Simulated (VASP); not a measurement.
# Al4CoNi3 (P4/mmm) in VASP: single point with PBE

Aim: the single point of Al4CoNi3 with PBE.

All numbers are computed with VASP 6.6.1; they aren't measurements. Logs are shortened: lines on timing, memory, paths and dates and some standing lists are left out, and cuts for length are marked.

## (1) The cell of the first run

The structure is tetragonal, space group P4/mmm (No. 123). Conventional cell: a = 5.756 Å, b = 5.756 Å, c = 2.901 Å, α = 90.00°, β = 90.00°, γ = 90.00°. Within 3.3 Å of Al (site symmetry m2m) lie 2 Co at 2.49 Å and 6 Ni at 2.50 to 2.51 Å and 6 Al at 2.86 to 2.90 Å. Ni (site symmetry mmm) has 8 Al at 2.50 Å and 4 Ni at 2.88 to 2.90 Å and 2 Co at 2.88 Å within 3.3 Å. Within 3.3 Å of Ni (site symmetry 4/mmm) lie 8 Al at 2.51 Å and 6 Ni at 2.88 to 2.90 Å. Within 3.3 Å of Co (site symmetry 4/mmm) lie 8 Al at 2.49 Å and 4 Ni at 2.88 Å and 2 Co at 2.90 Å.

## (2) Single point, PBE, collinear spin, ferromagnetic start

The input, INCAR:

```
SYSTEM = Al4CoNi3
ALGO = Normal ; EDIFF = 1E-7
ENCUT = 520 ; GGA = PE
ISIF = 2 ; ISMEAR = 0
ISPIN = 2 ; LASPH = .True.
LCHARG = .False. ; LMAXMIX = 4
LORBIT = 11 ; LREAL = .False.
LWAVE = .False. ; MAGMOM = 0 0 0 0 0 0 0 -0.72
NBANDS = 40 ; NELM = 150
PREC = Accurate ; SIGMA = 0.1
```

The input, KPOINTS:

```
k-points
0
Gamma
  4 4 6
  0 0 0
```

The input, POSCAR:

```
Al4CoNi3
1.0
    5.7561558000      0.0000000000      0.0000000000
    0.0000000000      5.7561558000      0.0000000000
    0.0000000000      0.0000000000      2.9014069000
Al Ni Co
4 3 1
Direct
    0.2483840000      0.2483840000      0.5000000000
    0.2483840000      0.7516160000      0.5000000000
    0.7516160000      0.2483840000      0.5000000000
    0.7516160000      0.7516160000      0.5000000000
    0.0000000000      0.5000000000      0.0000000000
    0.5000000000      0.0000000000      0.0000000000
    0.5000000000      0.5000000000      0.0000000000
    0.0000000000      0.0000000000      0.0000000000
```

Potentials or basis: VASP PAW PBE potentials, release 64 (Al, Ni, Co).

Launch:

```console
$ cat potpaw_PBE.64/Al/POTCAR potpaw_PBE.64/Ni/POTCAR potpaw_PBE.64/Co/POTCAR > POTCAR
$ mpirun -np 1 vasp_std > vasp.out
```

OUTCAR:

```text
SYSTEM = Al4CoNi3
   EDIFF = 1E-7
   ENCUT = 520
   GGA = PE
   ISIF = 2
   ISMEAR = 0
   ISPIN = 2
   LASPH = .True.
   LORBIT = 11
   LREAL = .False.
   NELM = 150
   PREC = Accurate

 ion  position               nearest neighbor table
   1  0.248  0.248  0.500-   8 2.49   8 2.49   5 2.50   5 2.50   6 2.50   6 2.50   7 2.51   7 2.51
                             2 2.86   3 2.86   3 2.90   2 2.90
   2  0.248  0.752  0.500-   8 2.49   8 2.49   5 2.50   5 2.50   6 2.50   6 2.50   7 2.51   7 2.51
                             1 2.86   4 2.86   4 2.90   1 2.90
   3  0.752  0.248  0.500-   8 2.49   8 2.49   5 2.50   5 2.50   6 2.50   6 2.50   7 2.51   7 2.51
                             1 2.86   4 2.86   4 2.90   1 2.90
   4  0.752  0.752  0.500-   8 2.49   8 2.49   5 2.50   5 2.50   6 2.50   6 2.50   7 2.51   7 2.51
                             2 2.86   3 2.86   3 2.90   2 2.90
   5  0.000  0.500  0.000-   1 2.50   2 2.50   3 2.50   4 2.50   1 2.50   2 2.50   3 2.50   4 2.50
                             7 2.88   8 2.88   8 2.88   7 2.88
   6  0.500  0.000  0.000-   1 2.50   2 2.50   3 2.50   4 2.50   1 2.50   2 2.50   3 2.50   4 2.50
                             7 2.88   8 2.88   7 2.88   8 2.88
   7  0.500  0.500  0.000-   1 2.51   2 2.51   3 2.51   4 2.51   1 2.51   2 2.51   3 2.51   4 2.51
                             5 2.88   6 2.88   6 2.88   5 2.88
   8  0.000  0.000  0.000-   1 2.49   2 2.49   3 2.49   4 2.49   1 2.49   2 2.49   3 2.49   4 2.49
                             5 2.88   6 2.88   5 2.88   6 2.88

  LATTYP: Found a simple tetragonal cell.
 ALAT       =     5.7561558000
 C/A-ratio  =     0.5040528785

  Lattice vectors:

 A1 = (   5.7561558000,   0.0000000000,   0.0000000000)
 A2 = (   0.0000000000,   5.7561558000,   0.0000000000)
 A3 = (   0.0000000000,   0.0000000000,   2.9014069000)

Analysis of symmetry for initial positions (statically):
=====================================================================
 Subroutine PRICEL returns:
 Original cell was already a primitive cell.

 Routine SETGRP: Setting up the symmetry group for a
 simple tetragonal supercell.

 Subroutine GETGRP returns: Found 16 space group operations
 (whereof 16 operations were pure point group operations)
 out of a pool of 16 trial point group operations.

The static configuration has the point symmetry D_4h.

Analysis of symmetry for dynamics (positions and initial velocities):
=====================================================================
 Subroutine PRICEL returns:
 Original cell was already a primitive cell.

 Routine SETGRP: Setting up the symmetry group for a
 simple tetragonal supercell.

 Subroutine GETGRP returns: Found 16 space group operations
 (whereof 16 operations were pure point group operations)
 out of a pool of 16 trial point group operations.

The dynamic configuration has the point symmetry D_4h.

Analysis of structural, dynamic, and magnetic symmetry:
=====================================================================
 Subroutine PRICEL returns:
 Original cell was already a primitive cell.

 Routine SETGRP: Setting up the symmetry group for a
 simple tetragonal supercell.

 Subroutine GETGRP returns: Found 16 space group operations
 (whereof 16 operations were pure point group operations)
 out of a pool of 16 trial point group operations.

The overall configuration has the point symmetry D_4h.

 Subroutine INISYM returns: Found 16 space group operations
 (whereof 16 operations are pure point group operations),
 and found     1 'primitive' translations

----------------------------------------------------------------------------------------

                                     Primitive cell

  volume of cell :      96.1333

  direct lattice vectors                    reciprocal lattice vectors
     5.756155800  0.000000000  0.000000000     0.173727056  0.000000000  0.000000000
     0.000000000  5.756155800  0.000000000     0.000000000  0.173727056  0.000000000
     0.000000000  0.000000000  2.901406900     0.000000000  0.000000000  0.344660378

  length of vectors
     5.756155800  5.756155800  2.901406900     0.173727056  0.173727056  0.344660378

  position of ions in fractional coordinates (direct lattice)
     0.248384000  0.248384000  0.500000000
     0.248384000  0.751616000  0.500000000
     0.751616000  0.248384000  0.500000000
[... 76 lines left out ...]
   NGXF,Y,Z  is equivalent  to a cutoff of  27.73, 27.73, 27.50 a.u.
 SYSTEM =  Al4CoNi3
   PREC   = accura    normal or accurate (medium, high low for compatibility)
   ISTART =      0    job   : 0-new  1-cont  2-samecut
   ICHARG =      2    charge: 1-file 2-atom 10-const
   ISPIN  =      2    spin polarized calculation?
   LNONCOLLINEAR =      F non collinear calculations
   LSORBIT =      F    spin-orbit coupling
   LASPH  =      T    aspherical Exc in radial PAW
   ENCUT  =  520.0 eV  38.22 Ry    6.18 a.u.  10.70 10.70  5.39*2*pi/ulx,y,z
   NELM   =    150;   NELMIN=  2; NELMDL= -5     # of ELM steps
   EDIFF  = 0.1E-06   stopping-criterion for ELM
   LREAL  =      F    real-space projection
   EDIFFG = 0.1E-05   stopping-criterion for IOM
   NSW    =      0    number of steps for IOM
   IBRION =     -1    ionic relax: 0-MD 1-quasi-New 2-CG
   NFREE  =      0    steps in history (QN), initial steepest desc. (CG)
   ISIF   =      2    stress and relaxation
   ISYM   =      2    0-nonsym 1-usesym 2-fastsym
   POTIM  = 0.5000    time-step for ionic-motion
   TEBEG  =    0.0;   TEEND  =   0.0 temperature during run
   PSTRESS=    0.0 pullay stress
   NELECT =      51.0000    total number of electrons
   NUPDOWN=      -1.0000    fix difference up-down
   EMIN   =  10.00;   EMAX   =-10.00  energy-range for DOS
   EFERMI =   0.00;   METHOD = LEGACY
   ISMEAR =     0;   SIGMA  =   0.10  broadening in eV -4-tet -1-fermi 0-gaus
   EFERMI_NEDOS =   21; number of points for ismear=-14 and -15
   IALGO  =     38    algorithm
   IMIX   =      4    mixing-type and parameters
     AMIX     =   0.40;   BMIX     =  1.00
     AMIX_MAG =   1.60;   BMIX_MAG =  1.00
  volume/ion in A,a.u.               =      12.02        81.09
  Fermi-wavevector in a.u.,A,eV,Ry     =   1.325278  2.504412 23.896752  1.756362
  Thomas-Fermi vector in A             =   2.454751
   LORBIT       =     11    0 simple, 1 ext, 2 COOP (PROOUT), +10 PAW based schemes
   GGA     = PE    functional components
   LHFCALC =     F    Hartree Fock is set to
   AEXX    =    0.0000 exact exchange contribution
   IVDW    =     0    specifies the selected vdW correction
   LEPSILON=     F    determine dielectric tensor
   LRPA    =     F    only Hartree local field effects (RPA)
 spin polarized calculation
 Gauss-broadening in eV      SIGMA  =   0.10
  energy-cutoff  :      520.00
  volume of cell :       96.13
 maximum number of plane-waves:      2640
 NGX is ok and might be reduce to    48
   NGX = 21   NGY = 21   NGZ = 11

 number of electron      51.0000043 magnetization      -0.8992525

 Free energy of the ion-electron system (eV)
  ---------------------------------------------------
  ext. energy  EPLUGINS =         0.00000000
  ---------------------------------------------------
  free energy    TOTEN  =       -43.49535321 eV

  energy without entropy =      -43.47396686  energy(sigma->0) =      -43.48466003

 E-fermi :  10.0224     XC(G=0): -12.0392

 val. band max:       10.0201809490   @ k =   0.5000   0.0000   0.0000
 cond. band min:      10.0321782566   @ k =   0.2500   0.2500   0.1667
 fundamental gap:      0.0119973076
 Fermi energy:        10.0223518390

 spin component 1

 k-point     1 :       0.0000    0.0000    0.0000
  band No.  band energies     occupation
      1      -1.0374      1.00000
      2       3.1784      1.00000
      3       3.1784      1.00000
      4       3.2849      1.00000
      5       3.4066      1.00000
      6       4.8016      1.00000
[... 949 lines left out ...]
     36      15.6945      0.00000
     37      16.0185      0.00000
 Fermi energy:        10.0223518390

 spin component 2

 k-point     1 :       0.0000    0.0000    0.0000
  band No.  band energies     occupation
      1      -1.0450      1.00000
      2       3.1768      1.00000
      3       3.1768      1.00000
      4       3.2402      1.00000
      5       3.3774      1.00000
      6       4.7542      1.00000
[... 949 lines left out ...]
     36      15.5220      0.00000
     37      15.9949      0.00000
 [bands above 37 left out]

------------------------ aborting loop because EDIFF is reached ----------------------------------------

  FORCE on cell =-STRESS in cart. coord.  units (eV):
  Direction    XX          YY          ZZ          XY          YZ          ZX
  --------------------------------------------------------------------------------------
  -------------------------------------------------------------------------------------
  Total        0.4291696      0.4291696     -0.5853570      0.0000000      0.0000000      0.0000000
  in kB        7.1526302      7.1526302     -9.7556833      0.0000000      0.0000000      0.0000000
  external PRESSURE =       1.5165257 kB  Pullay stress =       0.0000000 kB

 VOLUME and BASIS-vectors are now :
 -----------------------------------------------------------------------------
  energy-cutoff  :      520.00
  volume of cell :       96.13
      direct lattice vectors                 reciprocal lattice vectors
     5.756155800  0.000000000  0.000000000     0.173727056  0.000000000  0.000000000
     0.000000000  5.756155800  0.000000000     0.000000000  0.173727056  0.000000000
     0.000000000  0.000000000  2.901406900     0.000000000  0.000000000  0.344660378

 POSITION                                       TOTAL-FORCE (eV/Angst)
 -----------------------------------------------------------------------------------
      1.42974      1.42974      1.45070         0.003931      0.003931      0.000000
      1.42974      4.32642      1.45070         0.003931     -0.003931      0.000000
      4.32642      1.42974      1.45070        -0.003931      0.003931     -0.000000
      4.32642      4.32642      1.45070        -0.003931     -0.003931     -0.000000
      0.00000      2.87808      0.00000         0.000000      0.000000      0.000000
      2.87808      0.00000      0.00000         0.000000      0.000000      0.000000
      2.87808      2.87808      0.00000         0.000000      0.000000      0.000000
      0.00000      0.00000      0.00000         0.000000      0.000000      0.000000
 -----------------------------------------------------------------------------------
    total drift:                                0.000000      0.000000      0.000000

  FREE ENERGIE OF THE ION-ELECTRON SYSTEM (eV)
  ---------------------------------------------------
  free  energy   TOTEN  =       -43.4953532070 eV

  energy  without entropy=      -43.4739668620  energy(sigma->0) =      -43.48466003

 total charge

# of ion       s       p       d       tot
------------------------------------------
    1        0.385   0.413   0.000   0.798
    2        0.385   0.413   0.000   0.798
    3        0.385   0.413   0.000   0.798
    4        0.385   0.413   0.000   0.798
    5        0.474   0.514   8.462   9.450
    6        0.474   0.514   8.462   9.450
    7        0.470   0.500   8.465   9.435
    8        0.433   0.484   7.485   8.402
--------------------------------------------------
tot          3.394   3.664  32.875  39.932

 magnetization (x)

# of ion       s       p       d       tot
------------------------------------------
    1        0.000  -0.002   0.000  -0.002
    2        0.000  -0.002   0.000  -0.002
    3        0.000  -0.002   0.000  -0.002
    4        0.000  -0.002   0.000  -0.002
    5       -0.004  -0.001  -0.091  -0.096
    6       -0.004  -0.001  -0.091  -0.096
    7       -0.003  -0.005  -0.056  -0.065
    8       -0.010   0.001  -0.643  -0.652
--------------------------------------------------
tot         -0.021  -0.013  -0.881  -0.915
```

Wall time 2.3 min (1 thread of Intel Xeon 6975P-C (Granite Rapids), shared host); peak memory 0.35 GiB.

What came out:

* Free energy: -43.4954 eV
* Pressure: 0.2 GPa
* Largest force: 0.006 eV/Å
* Net moment: -0.90 μB per cell
* Site moments: Al -0.00; Ni -0.10, -0.07 (each value once); Co -0.65 μB
* Valence electrons inside the program's atomic spheres: Al 0.80; Ni 9.45, 9.44 (each value once); Co 8.40

Forces on the atoms (eV/Å):
```
Al   0.004  0.004  0.000
Al   0.004 -0.004  0.000
Al  -0.004  0.004  0.000
Al  -0.004 -0.004  0.000
Ni   0.000  0.000  0.000
Ni   0.000  0.000  0.000
Ni   0.000  0.000  0.000
Co   0.000  0.000  0.000
```

Levels at points of the mesh, in eV from the Fermi level:
Spin up:
| k point | band 21 | band 22 | band 23 | band 24 | band 25 | band 26 | band 27 | band 28 | band 29 | band 30 |
| --- | --- | --- | --- | --- | --- | --- | --- | --- | --- | --- |
| (0.00, 0.00, 0.00) | -1.51 | -1.21 | -0.87 | -0.87 | -0.85 | -0.41 | 0.13 | 1.82 | 2.72 | 5.33 |
| (0.50, 0.00, 0.00) | -1.50 | -1.39 | -1.04 | -0.88 | -0.64 | 0.00 | 0.91 | 1.29 | 4.78 | 4.99 |
| (0.50, 0.50, 0.00) | -1.79 | -1.76 | -1.04 | -1.04 | 1.09 | 1.12 | 1.12 | 1.75 | 2.67 | 2.67 |
| (0.00, 0.00, 0.50) | -1.07 | -0.99 | -0.99 | -0.78 | -0.46 | 0.19 | 1.78 | 1.79 | 2.06 | 2.08 |
| (0.50, 0.00, 0.50) | -0.99 | -0.71 | -0.71 | -0.32 | -0.29 | -0.13 | -0.04 | 0.31 | 1.65 | 2.07 |
| (0.50, 0.50, 0.50) | -1.24 | -1.24 | -0.91 | -0.91 | -0.61 | -0.61 | -0.47 | 0.58 | 5.17 | 5.28 |
Spin down:
```tsv
k point	band 23	band 24	band 25	band 26	band 27	band 28	band 29	band 30
(0.00, 0.00, 0.00)	-1.21	-1.21	-1.05	-0.69	-0.58	1.60	2.61	5.33
(0.50, 0.00, 0.00)	-1.42	-1.22	-0.76	-0.62	0.84	0.94	4.77	4.95
(0.50, 0.50, 0.00)	-1.43	-1.43	1.03	1.05	1.05	1.21	2.63	2.63
(0.00, 0.00, 0.50)	-1.10	-1.01	-1.00	-0.62	1.48	1.59	2.05	2.07
(0.50, 0.00, 0.50)	-0.82	-0.59	-0.34	-0.30	-0.25	-0.19	1.60	1.78
(0.50, 0.50, 0.50)	-1.09	-1.09	-0.73	-0.73	-0.60	-0.33	5.17	5.24
```

Caveat: the k points lie up to 0.36 Å⁻¹ apart.
